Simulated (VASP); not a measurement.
SiO2 (Stishovite), 6 atoms in the cell. It takes space group P4_2/mnm (No. 136, tetragonal). The conventional cell has a = 4.177 Å, b = 4.177 Å, c = 2.665 Å, α = 90.00°, β = 90.00°, γ = 90.00°. Si (site symmetry mmm) has 6 O at 1.76 to 1.81 Å within 2.3 Å. O (site symmetry m2m) has 3 Si at 1.76 to 1.81 Å and 1 O at 2.29 Å within 2.3 Å. 

- Program: VASP 6.6.1
- Task: single point
- Functional: PBE
- Dispersion: D3(BJ)
- Potentials or basis: VASP PAW PBE potentials, release 64 (Si, O)
- Cutoff: 600 eV
- k mesh: 3 × 3 × 4
- Occupations: gaussian, width 0.01 eV
- Spin: no spin polarisation
- Dipole correction: no
- Further INCAR settings: ALGO = Normal; EDIFF = 1e-06; NBANDS = 25

Potentials or basis: VASP PAW PBE potentials, release 64 (Si, O).

The run is started by

```console
$ cat potpaw_PBE.64/Si/POTCAR potpaw_PBE.64/O/POTCAR > POTCAR
$ mpirun -np 1 vasp_std > vasp.out
```

Hardware: 1 thread of Intel(R) Xeon(R) Platinum 8259CL CPU @ 2.50GHz (Skylake/Cascade Lake) (shared host).

Question: Estimate the wall time of this run.

Answer: Run time: 15 s on 1 thread of Intel(R) Xeon(R) Platinum 8259CL CPU @ 2.50GHz (Skylake/Cascade Lake), with other jobs on the host, peak memory 0.19 GiB. Counts: scf iterations 12, k points 9.
